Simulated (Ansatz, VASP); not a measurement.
# Cd4Se3S: VASP beside Ansatz

The input INCAR:

```
ALGO = Normal
EDIFF = 1E-6
ENCUT = 520
GGA = PE
ISIF = 2
ISMEAR = 0
LASPH = True
LCHARG = True
LELF = True
LREAL = False
LVHAR = True
LWAVE = False
NBANDS = 46
NELM = 100
PREC = Accurate
SIGMA = 0.1
```

The input KPOINTS:

```
k-points
0
Gamma
  4 4 4
```

POSCAR

```
Cd4Se3S
1.0
    5.8903473400      0.0000000000      0.0000000000
    0.0000000000      5.8903473400      0.0000000000
    0.0000000000      0.0000000000      5.8903473400
Cd Se S
4 3 1
Direct
    0.2500000000      0.7500000000      0.2500000000
    0.2500000000      0.2500000000      0.7500000000
    0.7500000000      0.7500000000      0.7500000000
    0.7500000000      0.2500000000      0.2500000000
    0.5000000000      0.0000000000      0.0000000000
    0.0000000000      0.0000000000      0.5000000000
    0.0000000000      0.5000000000      0.0000000000
    0.5000000000      0.5000000000      0.5000000000
```

Input for Ansatz:

```yaml
crystal:
  lattice:
    - [5.89034734, 0.0, 0.0]
    - [0.0, 5.89034734, 0.0]
    - [0.0, 0.0, 5.89034734]
  atoms:
    - { symbol: Cd, position: [0.25, 0.75, 0.25] }
    - { symbol: Cd, position: [0.25, 0.25, 0.75] }
    - { symbol: Cd, position: [0.75, 0.75, 0.75] }
    - { symbol: Cd, position: [0.75, 0.25, 0.25] }
    - { symbol: Se, position: [0.5, 0.0, 0.0] }
    - { symbol: Se, position: [0.0, 0.0, 0.5] }
    - { symbol: Se, position: [0.0, 0.5, 0.0] }
    - { symbol: S, position: [0.5, 0.5, 0.5] }
basis:
  ecutwfc: 420
kpoints:
  mp_grid: { grid: [4, 4, 4] }
hamiltonian:
  xc: pbe
scf:
  occupations: { method: gaussian, width: 0.1 }
  lower_state_search: "off"
output:
  forces: true
  stress: true
  eigenvalues: true
```

Alike in both runs: task single point; functional PBE; k mesh 4 × 4 × 4; occupations gaussian, width 0.1 eV; no spin polarisation.

```csv
,VASP,Ansatz
version,VASP 6.6.1,Ansatz 0.2.0
potentials or method,"VASP PAW PBE potentials, release 64 (Cd, Se, S), cutoff 520 eV","scalar-relativistic, plane waves, PAW"
valence electrons in the cell,72,134
```

VASP gave:

| Property | Result |
| --- | --- |
| gap on the k mesh at the Fermi level (eV) | 0.88 |
| least direct gap on the mesh (eV) | 0.88 |
| pressure (GPa) | 7.9 |

Question: What did Ansatz give for the same quantities?

Answer: gap on the k mesh at the Fermi level (eV): 0.87; least direct gap on the mesh (eV): 0.87; pressure (GPa): 7.5.

VASP's potentials hold 72 valence electrons a cell and Ansatz's 134, so a difference there can come from the potentials and not from the codes.
